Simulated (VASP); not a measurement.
Write the native input for VASP 6.6.1 that does the following.

- Task: relaxation of cell and atoms
- Functional: PBE
- Potentials or basis: VASP PAW PBE potentials, release 64 (Ir)
- Cutoff: 500 eV
- k mesh: 21 × 21 × 21
- Occupations: methfessel-paxton, width 0.1 eV
- Spin: no spin polarisation
- Target pressure: 40 GPa
- Dipole correction: no
- Further INCAR settings: ALGO = Normal; EDIFF = 1e-07; IBRION = 2; EDIFFG = -0.03; NSW = 60; ISIF = 3

The structure of Ir lies in POSCAR:

```
Ir
1.0
   -1.5200000000      1.5200000000      1.5200000000
    1.5200000000     -1.5200000000      1.5200000000
    1.5200000000      1.5200000000     -1.5200000000
Ir
1
Direct
    0.0000000000      0.0000000000      0.0000000000
```

This isn't the form of Ir at room conditions, which is fcc.

One way to write it, as run:

INCAR

```
SYSTEM = Ir
ALGO = Normal
EDIFF = 1E-7
EDIFFG = -0.03
ENCUT = 500
GGA = PE
GGA_COMPAT = .False.
IBRION = 2
ISIF = 3
ISMEAR = 1
LASPH = .True.
LCHARG = .False.
LREAL = .False.
LWAVE = .False.
NELM = 120
NELMIN = 4
NSW = 60
PREC = Accurate
PSTRESS = 400.0
SIGMA = 0.1
```

KPOINTS

```
k-points
0
Gamma
  21 21 21
  0 0 0
```

Potentials or basis: VASP PAW PBE potentials, release 64 (Ir).

Command:

```bash
$ cat potpaw_PBE.64/Ir/POTCAR > POTCAR
$ mpirun -np 1 vasp_std > vasp.out
```

It gave:

```yaml
Relaxed_volume: 13.63 Å³/atom
Relaxed_cell: a = 2.607 Å, b = 2.607 Å, c = 2.607 Å, α = 109.47°, β = 109.47°, γ = 109.47°
Space_group_after_relaxing_to_0.1_Å: Im-3m (No. 229)
Energy_change_on_relaxing_the_run_minimises_the_enthalpy: +84.1 meV/atom
Ionic_steps: 4
Pressure_after_relaxing: 39.8 GPa
Band_gap_on_the_k_mesh: zero (an odd number of electrons rules out a gap without spin polarisation)
```

Caveat: the cell is relaxed towards a set pressure, so the run minimises the enthalpy, not the energy; spin-orbit coupling is left out, which moves the levels of the heavy elements.

Wall time 31 s on 1 thread of AMD EPYC 9R45 96-Core Processor (Zen 5), with other jobs on the host, peak memory 0.13 GiB.
